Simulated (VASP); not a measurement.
# Hf2S (P6_3/mmc) in VASP: notebook, part 2 of 2

VASP 6.6.1. The steps go on from the part before.

### Step 4. Single point, PBEsol

INCAR reads:

```
SYSTEM = Hf2S
ALGO     = Normal         ! electronic algorithm
EDIFF    = 1E-7           ! SCF threshold, eV
ENCUT    = 520            ! plane-wave cutoff, eV
GGA      = PS             ! functional
ISIF     = 2              ! what is computed and relaxed
ISMEAR   = -1             ! smearing method
LASPH    = .TRUE.         ! aspherical terms in the spheres
LCHARG   = .FALSE.        ! write CHGCAR
LREAL    = .FALSE.        ! projectors in reciprocal space
LWAVE    = .FALSE.        ! write WAVECAR
NBANDS   = 35             ! bands
NELM     = 60             ! most SCF steps
PREC     = Accurate       ! precision mode
SIGMA    = 0.02           ! smearing width, eV
```

KPOINTS reads:

```
k-points
0
G
  12 12 4
  0 0 0
```

POSCAR reads:

```
Hf2S
1.0
    3.3742737662      0.0000000000      0.0000000000
   -1.6871368831      2.9222068008      0.0000000000
    0.0000000000      0.0000000000     11.7174070300
Hf S
4 2
Direct
    0.6666666667      0.3333333333      0.8998116400
    0.3333333333      0.6666666667      0.3998116400
    0.6666666667      0.3333333333      0.6001883600
    0.3333333333      0.6666666667      0.1001883600
    0.0000000000      0.0000000000      0.7500000000
    0.0000000000      0.0000000000      0.2500000000
```

Potentials or basis: VASP PAW PBE potentials, release 64 (Hf_pv, S).

Run with:

```sh
$ cat potpaw_PBE.64/Hf_pv/POTCAR potpaw_PBE.64/S/POTCAR > POTCAR
$ mpirun -np 1 vasp_std > vasp.out
```

OUTCAR:

```text
SYSTEM = Hf2S
   EDIFF = 1E-7
   ENCUT = 520
   GGA = PS
   ISIF = 2
   ISMEAR = -1
   LASPH = .TRUE.
   LREAL = .FALSE.
   NELM = 60
   PREC = Accurate

 ion  position               nearest neighbor table
   1  0.667  0.333  0.900-   5 2.62   5 2.62   5 2.62   4 3.05   4 3.05   4 3.05   3 3.51
   2  0.333  0.667  0.400-   6 2.62   6 2.62   6 2.62   3 3.05   3 3.05   3 3.05   4 3.51
   3  0.667  0.333  0.600-   5 2.62   5 2.62   5 2.62   2 3.05   2 3.05   2 3.05   1 3.51
   4  0.333  0.667  0.100-   6 2.62   6 2.62   6 2.62   1 3.05   1 3.05   1 3.05   2 3.51
   5  0.000  0.000  0.750-   1 2.62   3 2.62   1 2.62   3 2.62   1 2.62   3 2.62
   6  0.000  0.000  0.250-   2 2.62   4 2.62   2 2.62   4 2.62   2 2.62   4 2.62

[... 1121 lines left out ...]
  Total       -2.4574053     -2.4574053     -2.2278628      0.0000000      0.0000000      0.0000000
  in kB      -34.0772537    -34.0772537    -30.8941501      0.0000000      0.0000000      0.0000000
  external PRESSURE =     -33.0162191 kB  Pullay stress =       0.0000000 kB

 VOLUME and BASIS-vectors are now :
 -----------------------------------------------------------------------------
  energy-cutoff  :      520.00
  volume of cell :      115.54
      direct lattice vectors                 reciprocal lattice vectors
     3.374273766  0.000000000  0.000000000     0.296360067  0.171103565  0.000000000
    -1.687136883  2.922206801  0.000000000     0.000000000  0.342207129  0.000000000
     0.000000000  0.000000000 11.717407030     0.000000000  0.000000000  0.085343114

 POSITION                                       TOTAL-FORCE (eV/Angst)
 -----------------------------------------------------------------------------------
      1.68714      0.97407     10.54346         0.000000     -0.000000     -0.216332
     -0.00000      1.94814      4.68476        -0.000000      0.000000     -0.216332
      1.68714      0.97407      7.03265        -0.000000     -0.000000      0.216332
     -0.00000      1.94814      1.17395        -0.000000      0.000000      0.216332
      0.00000      0.00000      8.78806         0.000000      0.000000      0.000000
      0.00000      0.00000      2.92935         0.000000      0.000000      0.000000
 -----------------------------------------------------------------------------------
    total drift:                                0.000000      0.000000     -0.000000

  FREE ENERGIE OF THE ION-ELECTRON SYSTEM (eV)
  ---------------------------------------------------
  free  energy   TOTEN  =       -57.4198186201 eV

  energy  without entropy=      -57.4152750418  energy(sigma->0) =      -57.41754683
```

stdout:

```text
POSCAR found type information on POSCAR HfS
 POSCAR found :  2 types and       6 ions
 scaLAPACK will be used
 -----------------------------------------------------------------------------
|                                                                             |
|                                                                             |
|     You enforced a specific xc type in the INCAR file but a different       |
|     I HOPE YOU KNOW WHAT YOU ARE DOING!                                     |
|                                                                             |
 -----------------------------------------------------------------------------

 LDA part: xc-table for (Slater+PW92), standard interpolation
 POSCAR, INCAR and KPOINTS ok, starting setup
 FFT: planning ... GRIDC
 FFT: planning ... GRID_SOFT
 FFT: planning ... GRID
 WAVECAR not read
 entering main loop
```

It took 2 min on 1 thread of Intel Xeon 6975P-C (Granite Rapids), shared host; peak memory 0.36 GiB.

What came out:

| Quantity | Value |
| --- | --- |
| Free energy | -57.4198 eV |
| Pressure | -3.3 GPa |
| Largest force | 0.216 eV/Å |
| Band gap on the k mesh | zero (band 26 reaches 6.72 eV, above the bottom of band 27 at 5.80 eV) |

Forces in eV/Å, atoms in the order of the input:
```
Hf   0.000  0.000 -0.216
Hf   0.000  0.000 -0.216
Hf   0.000  0.000  0.216
Hf   0.000  0.000  0.216
S    0.000  0.000  0.000
S    0.000  0.000  0.000
```

Stress tensor (GPa, compression positive):
```
-3.41  0.00  0.00
 0.00 -3.41  0.00
 0.00  0.00 -3.09
```

Levels at points of the mesh, in eV from the Fermi level:
| k point | band 22 | band 23 | band 24 | band 25 | band 26 | band 27 | band 28 | band 29 | band 30 | band 31 |
| --- | --- | --- | --- | --- | --- | --- | --- | --- | --- | --- |
| (0.00, 0.00, 0.00) | -3.06 | -1.57 | -0.17 | -0.06 | 0.41 | 0.41 | 0.51 | 0.51 | 0.77 | 0.77 |
| (0.50, 0.00, 0.00) | -2.45 | -1.82 | -1.35 | -1.24 | -0.78 | -0.51 | 0.80 | 1.02 | 2.46 | 3.24 |
| (0.00, 0.00, 0.50) | -3.38 | -1.19 | -1.19 | 0.35 | 0.35 | 0.35 | 0.35 | 1.37 | 1.37 | 1.56 |
| (0.50, 0.00, 0.50) | -2.38 | -1.78 | -1.78 | -1.03 | -1.03 | 0.32 | 0.32 | 1.36 | 1.36 | 3.80 |

Caveat: the PAW data sets were made with another functional, which shifts forces and pressure a little; spin-orbit coupling is left out, which moves the levels of the heavy elements.

### Step 5. Summary

```csv
smearing,gap on the mesh (eV),pressure (GPa),largest force (eV/Å)
gaussian 0.05 eV,none,-3.3,0.22
gaussian 0.5 eV,none,-3.1,0.25
fermi-dirac 0.02 eV,none,-3.3,0.22
```

Alike in all rows: task single point; level PBEsol; potentials or basis VASP PAW PBE potentials, release 64 (Hf_pv, S); no spin polarisation; cell as given; k mesh 12 × 12 × 4; cutoff (eV) 520.

Every run on the cell as given and a fine mesh finds a metal.

Caveats: the PAW data sets were made with another functional, which shifts forces and pressure a little; spin-orbit coupling is left out, which moves the levels of the heavy elements.

Total energies depend on the potentials used, so only differences within one code and one set of settings carry meaning.
